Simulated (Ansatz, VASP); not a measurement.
**Two plane-wave programs on MoS2**

```
Mo S
1.0
     3.08962    0.00000    0.00000
    -1.54481    2.67569    0.00000
     0.00000    0.00000   21.64555
Mo S
3 6
Direct
  0.00000 0.00000 0.00022
  0.66667 0.33333 0.33356
  0.33333 0.66667 0.66689
  0.33333 0.66667 0.25985
  0.66667 0.33333 0.07393
  0.00000 0.00000 0.59318
  0.33333 0.66667 0.40726
  0.66667 0.33333 0.92652
  0.00000 0.00000 0.74059
```

Change from the starting cell: equal strain along all axes, cell held, atoms relaxed: -3.0 %.

Alike in both runs: functional PBE; k mesh 12 × 12 × 2; occupations gaussian, width 0.02 eV; no spin polarisation.

Ansatz relaxed the structure, and its values are those at the end. VASP's run is a single point on that final structure, the one shown.

|  | VASP | Ansatz |
| --- | --- | --- |
| version | VASP 6.6.1 | Ansatz 0.2.0 |
| potentials or method | VASP PAW PBE potentials, release 64 (Mo_sv, S), cutoff 520 eV | scalar-relativistic, plane waves, PAW |
| valence electrons in the cell | 78 | 78 |

```tsv
	VASP	Ansatz	Ansatz less VASP
gap on the k mesh at the Fermi level (eV)	1.60	1.60	0.000
least direct gap on the mesh (eV)	2.04	2.04	-0.005
pressure (GPa)	5.1	5.2	+0.12
rms of the force components (eV/Å)	0.006	0.000	-0.0058
```

With one functional, cell and mesh, what is left measures potentials, basis and numerics. Ansatz's warnings: stress scf threshold loose.
